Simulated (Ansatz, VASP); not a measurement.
**Two plane-wave programs on ZnS**

```
Zn S
1.0
     3.74466    0.00000    0.00000
    -1.87233    3.24297    0.00000
     0.00000    0.00000    6.13289
Zn S
2 2
Direct
  0.33333 0.66667 0.00000
  0.66667 0.33333 0.50000
  0.33333 0.66667 0.37480
  0.66667 0.33333 0.87480
```

Change from the starting cell: volume scaled by 0.94, ions relaxed.

Alike in both runs: task relaxation of the atoms; functional PBE; k mesh 13 × 13 × 7; occupations fermi-dirac, width 0.02 eV; no spin polarisation.

```csv
,VASP,Ansatz
version,VASP 6.6.1,Ansatz 0.2.0
potentials or method,"VASP PAW PBE potentials, release 64 (Zn, S)","plane-wave PAW, scalar-relativistic"
plane-wave cutoff (eV),520,420
valence electrons in the cell,36,36
```

|  | VASP | Ansatz | Ansatz less VASP |
| --- | --- | --- | --- |
| gap on the k mesh at the Fermi level, each at its own relaxed structure (eV) | 2.46 | 2.45 | -0.008 |

Ansatz's warnings: stress scf threshold loose.

Noted on VASP's run: the relaxation stopped at its first step, so nothing moved.
